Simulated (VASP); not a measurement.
# HfO2 (Fm-3m) in VASP: notebook

Runs on HfO2. Level: PBE. Tasks: single point.

Program: VASP 6.6.1. These are calculated values, not measurements. Logs are shortened: lines on timing, memory, paths and dates and some standing lists are left out, and cuts for length are marked.

### Step 1. The cell of the first run

The structure is cubic, space group Fm-3m (No. 225). The conventional cell has a = 5.098 Å, b = 5.098 Å, c = 5.098 Å, α = 90.00°, β = 90.00°, γ = 90.00°. Within 2.9 Å of Hf (site symmetry m-3m) lie 8 O at 2.21 Å. O (site symmetry -43m) has 4 Hf at 2.21 Å and 6 O at 2.55 Å within 2.9 Å.

### Step 2. Single point, PBE

INCAR

```
PREC = Accurate
ENCUT = 520
EDIFF = 1E-6
ISMEAR = 0
SIGMA = 0.05
LREAL = F
LASPH = T
NELM = 100
ALGO = Normal
ISIF = 2
LWAVE = F
LCHARG = F
GGA = PE
NBANDS = 43
```

KPOINTS

```
Automatic mesh
0
Gamma
  7 7 3
```

POSCAR

```
HfO2
1.0
    2.5488057606     -2.5488057606      0.0000000000
    2.5488057606      0.0000000000     -2.5488057606
    5.0976115212      5.0976115212      5.0976115212
Hf O
3 6
Direct
    0.0000000000      0.0000000000      0.0000000000
    0.3333333333      0.3333333333      0.6666666667
    0.6666666667      0.6666666667      0.3333333333
    0.6666666667      0.6666666667      0.5833333333
    1.0000000000      0.0000000000      0.2500000000
    0.3333333333      0.3333333333      0.9166666667
    0.6666666667      0.6666666667      0.0833333333
    1.0000000000      1.0000000000      0.7500000000
    0.3333333333      0.3333333333      0.4166666667
```

Potentials or basis: VASP PAW PBE potentials, release 64 (Hf_pv, O).

Started as:

```sh
$ cat potpaw_PBE.64/Hf_pv/POTCAR potpaw_PBE.64/O/POTCAR > POTCAR
$ mpirun -np 1 vasp_std > vasp.out
```

OUTCAR:

```text
PREC = Accurate
   ENCUT = 520
   EDIFF = 1E-6
   ISMEAR = 0
   LREAL = F
   LASPH = T
   NELM = 100
   ISIF = 2
   GGA = PE

 ion  position               nearest neighbor table
   1  0.000  0.000  0.000-   6 2.21   7 2.21   5 2.21   7 2.21   7 2.21   8 2.21   6 2.21   6 2.21
                             2 3.60   3 3.60   2 3.60   3 3.60   2 3.60   3 3.60
   2  0.333  0.333  0.667-   8 2.21   8 2.21   6 2.21   8 2.21   9 2.21   4 2.21   4 2.21   4 2.21
                             1 3.60   1 3.60   1 3.60   3 3.60   3 3.60   3 3.60
   3  0.667  0.667  0.333-   5 2.21   9 2.21   4 2.21   9 2.21   7 2.21   5 2.21   5 2.21   9 2.21
                             1 3.60   1 3.60   1 3.60   2 3.60   2 3.60   2 3.60
   4  0.667  0.667  0.583-   2 2.21   2 2.21   3 2.21   2 2.21
   5  0.000  0.000  0.250-   3 2.21   3 2.21   1 2.21   3 2.21
   6  0.333  0.333  0.917-   1 2.21   1 2.21   1 2.21   2 2.21
   7  0.667  0.667  0.083-   1 2.21   3 2.21   1 2.21   1 2.21
   8  0.000  0.000  0.750-   2 2.21   1 2.21   2 2.21   2 2.21
   9  0.333  0.333  0.417-   2 2.21   3 2.21   3 2.21   3 2.21

  LATTYP: Found a hexagonal cell.
 ALAT       =     3.6045556745
 C/A-ratio  =     2.4494897428

  Lattice vectors:

 A1 = (  -2.5488057606,   0.0000000000,   2.5488057606)
 A2 = (   2.5488057606,  -2.5488057606,   0.0000000000)
 A3 = (   5.0976115212,   5.0976115212,   5.0976115212)

Analysis of symmetry for initial positions (statically):
=====================================================================
 Subroutine PRICEL returns following result:

  LATTYP: Found a face centered cubic cell.
 ALAT       =     5.0976115209

  Lattice vectors:

 A1 = (  -2.5488057606,  -2.5488057603,   0.0000000003)
 A2 = (   0.0000000000,  -2.5488057598,   2.5488057614)
 A3 = (  -2.5488057606,   0.0000000000,   2.5488057606)

   3 primitive cells build up your supercell.

 Routine SETGRP: Setting up the symmetry group for a
 hexagonal supercell.

 Subroutine GETGRP returns: Found 12 space group operations
 (whereof 12 operations were pure point group operations)
 out of a pool of 24 trial point group operations.

The static configuration has the point symmetry D_3d.

Analysis of symmetry for dynamics (positions and initial velocities):
=====================================================================
 Subroutine PRICEL returns following result:

  LATTYP: Found a face centered cubic cell.
 ALAT       =     5.0976115209

  Lattice vectors:

 A1 = (  -2.5488057606,  -2.5488057603,   0.0000000003)
 A2 = (   0.0000000000,  -2.5488057598,   2.5488057614)
 A3 = (  -2.5488057606,   0.0000000000,   2.5488057606)

   3 primitive cells build up your supercell.

 Routine SETGRP: Setting up the symmetry group for a
 hexagonal supercell.

 Subroutine GETGRP returns: Found 12 space group operations
 (whereof 12 operations were pure point group operations)
 out of a pool of 24 trial point group operations.

The dynamic configuration has the point symmetry D_3d.

 Subroutine INISYM returns: Found 12 space group operations
 (whereof 12 operations are pure point group operations),
 and found     3 'primitive' translations

----------------------------------------------------------------------------------------

                                     Primitive cell

  volume of cell :      33.1162

  direct lattice vectors                    reciprocal lattice vectors
    -2.548805761 -2.548805760  0.000000000    -0.196170304 -0.196170304 -0.196170304
     0.000000000 -2.548805760  2.548805761     0.196170304 -0.196170304  0.196170304
    -2.548805761  0.000000000  2.548805761    -0.196170304  0.196170304  0.196170304

  length of vectors
     3.604555674  3.604555674  3.604555674     0.339776933  0.339776933  0.339776933

  position of ions in fractional coordinates (direct lattice)
     0.000000000  0.000000000  0.000000000
     0.250000000  0.250000000  0.250000000
     0.750000000  0.750000000  0.750000000

  ion indices of the primitive-cell ions
   primitive index   ion index
                 1           1
                 2           5
                 3           8

----------------------------------------------------------------------------------------

 KPOINTS: Automatic mesh

Automatic generation of k-mesh.
 Grid dimensions read from file:
 generate k-points for:    7    7    3

 Generating k-lattice:

  Cartesian coordinates                     Fractional coordinates (reciprocal lattice)
     0.018682886 -0.037365772  0.018682886     0.142857143  0.000000000  0.000000000
     0.018682886  0.018682886 -0.037365772     0.000000000  0.142857143  0.000000000
     0.021796700  0.021796700  0.021796700     0.000000000  0.000000000  0.333333333

  Length of vectors
     0.045763538  0.045763538  0.037752993

  Shift w.r.t. Gamma in fractional coordinates (k-lattice)
     0.000000000  0.000000000  0.000000000

 Subroutine IBZKPT returns following result:
 ===========================================

 Found     20 irreducible k-points:

 Following reciprocal coordinates:
            Coordinates               Weight
  0.000000  0.000000  0.000000      1.000000
  0.142857  0.000000  0.000000      6.000000
  0.285714  0.000000  0.000000      6.000000
  0.428571  0.000000  0.000000      6.000000
  0.285714  0.142857  0.000000      6.000000
  0.428571  0.142857  0.000000     12.000000
[... 12 lines left out ...]
 -0.428571  0.142857  0.333333     12.000000
 -0.428571  0.285714  0.333333     12.000000
   k-points           NKPTS =     20   k-points in BZ     NKDIM =     20   number of bands    NBANDS=     43
   number of dos      NEDOS =    301   number of ions     NIONS =      9
   total plane-waves  NPLWV =  54880
   dimension x,y,z NGX =    28 NGY =   28 NGZ =   70
   dimension x,y,z NGXF=    56 NGYF=   56 NGZF=  140
   ions per type =               3   6
   NGX,Y,Z   is equivalent  to a cutoff of  12.91, 12.91, 13.18 a.u.
   NGXF,Y,Z  is equivalent  to a cutoff of  25.83, 25.83, 26.36 a.u.
 SYSTEM =  unknown system
   PREC   = accura    normal or accurate (medium, high low for compatibility)
   ISTART =      0    job   : 0-new  1-cont  2-samecut
   ICHARG =      2    charge: 1-file 2-atom 10-const
   ISPIN  =      1    spin polarized calculation?
   LNONCOLLINEAR =      F non collinear calculations
   LSORBIT =      F    spin-orbit coupling
   LASPH  =      T    aspherical Exc in radial PAW
   ENCUT  =  520.0 eV  38.22 Ry    6.18 a.u.   6.70  6.70 16.42*2*pi/ulx,y,z
   NELM   =    100;   NELMIN=  2; NELMDL= -5     # of ELM steps
   EDIFF  = 0.1E-05   stopping-criterion for ELM
   LREAL  =      F    real-space projection
[... 7 lines left out ...]
   TEBEG  =    0.0;   TEEND  =   0.0 temperature during run
   PSTRESS=    0.0 pullay stress
   NELECT =      66.0000    total number of electrons
   NUPDOWN=      -1.0000    fix difference up-down
   EMIN   =  10.00;   EMAX   =-10.00  energy-range for DOS
   EFERMI =   0.00;   METHOD = LEGACY
   ISMEAR =     0;   SIGMA  =   0.05  broadening in eV -4-tet -1-fermi 0-gaus
   EFERMI_NEDOS =   21; number of points for ismear=-14 and -15
   IALGO  =     38    algorithm
   IMIX   =      4    mixing-type and parameters
     AMIX     =   0.40;   BMIX     =  1.00
     AMIX_MAG =   1.60;   BMIX_MAG =  1.00
  volume/ion in A,a.u.               =      11.04        74.49
  Fermi-wavevector in a.u.,A,eV,Ry     =   1.428463  2.699404 27.762776  2.040506
  Thomas-Fermi vector in A             =   2.548522
   LORBIT       =      0    0 simple, 1 ext, 2 COOP (PROOUT), +10 PAW based schemes
   GGA     = PE    functional components
   LHFCALC =     F    Hartree Fock is set to
   AEXX    =    0.0000 exact exchange contribution
   IVDW    =     0    specifies the selected vdW correction
   LEPSILON=     F    determine dielectric tensor
   LRPA    =     F    only Hartree local field effects (RPA)
 non-spin polarized calculation
 Gauss-broadening in eV      SIGMA  =   0.05
  energy-cutoff  :      520.00
  volume of cell :       99.35
 maximum number of plane-waves:      2697
   NGX = 13   NGY = 13   NGZ = 33

 number of electron      66.0000009 magnetization

 Free energy of the ion-electron system (eV)
  ---------------------------------------------------
  ext. energy  EPLUGINS =         0.00000000
  ---------------------------------------------------
  free energy    TOTEN  =       -90.72997555 eV

  energy without entropy =      -90.72997555  energy(sigma->0) =      -90.72997555

 E-fermi :   4.2885     XC(G=0): -11.7515

 val. band max:        4.0522484047   @ k =  -0.4286   0.1429   0.0000
 cond. band min:       7.9741461656   @ k =   0.4286   0.0000   0.0000
 fundamental gap:      3.9218977609
 Fermi energy:         4.2884803790

 k-point     1 :       0.0000    0.0000    0.0000
  band No.  band energies     occupation
      1     -25.9271      2.00000
      2     -25.9271      2.00000
      3     -25.6570      2.00000
      4     -25.6570      2.00000
      5     -25.6570      2.00000
      6     -25.6570      2.00000
[... 35 lines left out ...]
     42      10.9045      0.00000
     43      13.4418      0.00000

 k-point     2 :       0.1429    0.0000    0.0000
  band No.  band energies     occupation
      1     -25.9251      2.00000
      2     -25.9167      2.00000
      3     -25.7171      2.00000
      4     -25.6921      2.00000
      5     -25.6904      2.00000
      6     -25.6776      2.00000
[... 35 lines left out ...]
     42      11.1255      0.00000
     43      12.4796      0.00000

 k-point     3 :       0.2857    0.0000    0.0000
  band No.  band energies     occupation
      1     -25.9641      2.00000
      2     -25.9169      2.00000
      3     -25.8397      2.00000
      4     -25.7984      2.00000
      5     -25.7394      2.00000
      6     -25.7095      2.00000
[... 35 lines left out ...]
     42      11.4989      0.00000
     43      11.8528      0.00000

 k-point     4 :       0.4286    0.0000    0.0000
  band No.  band energies     occupation
      1     -26.0335      2.00000
      2     -25.9779      2.00000
      3     -25.9601      2.00000
      4     -25.7646      2.00000
      5     -25.7382      2.00000
      6     -25.7331      2.00000
[... 679 lines left out ...]
     42      11.4615      0.00000
     43      11.5771      0.00000

 k-point    19 :      -0.4286    0.1429    0.3333
  band No.  band energies     occupation
      1     -25.9973      2.00000
      2     -25.9926      2.00000
      3     -25.9488      2.00000
      4     -25.8077      2.00000
      5     -25.7813      2.00000
      6     -25.7319      2.00000
[... 35 lines left out ...]
     42      11.2065      0.00000
     43      11.6152      0.00000

 k-point    20 :      -0.4286    0.2857    0.3333
  band No.  band energies     occupation
      1     -25.9600      2.00000
      2     -25.9391      2.00000
      3     -25.9119      2.00000
      4     -25.8752      2.00000
      5     -25.8065      2.00000
      6     -25.8006      2.00000
[... 35 lines left out ...]
     42      11.1631      0.00000
     43      11.2644      0.00000

------------------------ aborting loop because EDIFF is reached ----------------------------------------

  FORCE on cell =-STRESS in cart. coord.  units (eV):
  Direction    XX          YY          ZZ          XY          YZ          ZX
  --------------------------------------------------------------------------------------
  -------------------------------------------------------------------------------------
  Total       -2.2527594     -2.2527594     -2.2527594     -0.0002793     -0.0002793     -0.0002793
  in kB      -36.3298768    -36.3298768    -36.3298768     -0.0045044     -0.0045044     -0.0045044
  external PRESSURE =     -36.3298768 kB  Pullay stress =       0.0000000 kB

 VOLUME and BASIS-vectors are now :
 -----------------------------------------------------------------------------
  energy-cutoff  :      520.00
  volume of cell :       99.35
      direct lattice vectors                 reciprocal lattice vectors
     2.548805761 -2.548805761  0.000000000     0.130780202 -0.261560405  0.130780202
     2.548805761  0.000000000 -2.548805761     0.130780202  0.130780202 -0.261560405
     5.097611521  5.097611521  5.097611521     0.065390101  0.065390101  0.065390101

 POSITION                                       TOTAL-FORCE (eV/Angst)
 -----------------------------------------------------------------------------------
      0.00000      0.00000      0.00000         0.000000     -0.000000     -0.000000
      5.09761      2.54881      2.54881         0.000000     -0.000000      0.000000
      5.09761     -0.00000     -0.00000         0.000000     -0.000000     -0.000000
      6.37201      1.27440      1.27440         0.000005      0.000005      0.000005
      1.27440      1.27440      1.27440         0.000005      0.000005      0.000005
      6.37201      3.82321      3.82321         0.000005      0.000005      0.000005
      3.82321     -1.27440     -1.27440        -0.000005     -0.000005     -0.000005
      3.82321      3.82321      3.82321        -0.000005     -0.000005     -0.000005
      3.82321      1.27440      1.27440        -0.000005     -0.000005     -0.000005
 -----------------------------------------------------------------------------------
    total drift:                                0.000000      0.000000     -0.000000

  FREE ENERGIE OF THE ION-ELECTRON SYSTEM (eV)
  ---------------------------------------------------
  free  energy   TOTEN  =       -90.7299755476 eV

  energy  without entropy=      -90.7299755476  energy(sigma->0) =      -90.72997555
```

Run time: 1.8 min. Hardware: 1 thread of Intel Xeon 6975P-C, shared host; peak memory 0.25 GiB.

Results:

```yaml
Free_energy: -90.7300 eV
Pressure: -3.6 GPa
Band_gap_on_the_k_mesh: 3.92 eV
```

Caveat: spin-orbit coupling is left out, which moves the levels of the heavy elements. A k mesh can miss the band edges.

(Continued in part 2 of 2.)
